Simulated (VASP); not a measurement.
# Ni: single point with r2SCAN

Ni:

```
CELL_PARAMETERS angstrom
0.00000 1.70834 1.70834
1.70834 0.00000 1.70834
1.70834 1.70834 0.00000
ATOMIC_POSITIONS crystal
Ni 0.00000 0.00000 0.00000
```

```yaml
Program: VASP 6.6.1
Task: single point
Functional: r2SCAN
Potentials_or_basis: VASP PAW PBE potentials, release 64 (Ni)
Cutoff: 520 eV
k_mesh: 16 × 16 × 16
Occupations: fermi-dirac, width 0.1 eV
Spin: no spin polarisation
```

```
Pressure               : 11.7 GPa
Band gap on the k mesh : zero (bands 5 and 6 overlap by 1.20 eV)
```

Levels at points of the mesh, in eV from the Fermi level:
| k point | band 3 | band 4 | band 5 | band 6 | band 7 | band 8 |
| --- | --- | --- | --- | --- | --- | --- |
| (0.00, 0.00, 0.00) | -2.15 | -2.15 | -0.95 | -0.95 | 25.51 | 30.54 |
| (0.50, 0.00, 0.00) | -2.25 | -0.33 | -0.05 | -0.05 | 7.00 | 23.96 |
| (0.50, 0.50, 0.00) | -0.12 | 0.20 | 0.20 | 2.78 | 10.69 | 16.64 |

Run time: 60 s on 1 thread of AMD EPYC 7R13 Processor (Zen 3) (shared host), peak memory 0.1 GiB.

Caveat: the cell stands under pressure; the PAW data sets were made with another functional, which shifts forces and pressure a little; the run has no spin polarisation, though such a crystal can be magnetic. Spin polarisation is off, so any magnetic state and its effect on volume and gap are missing.
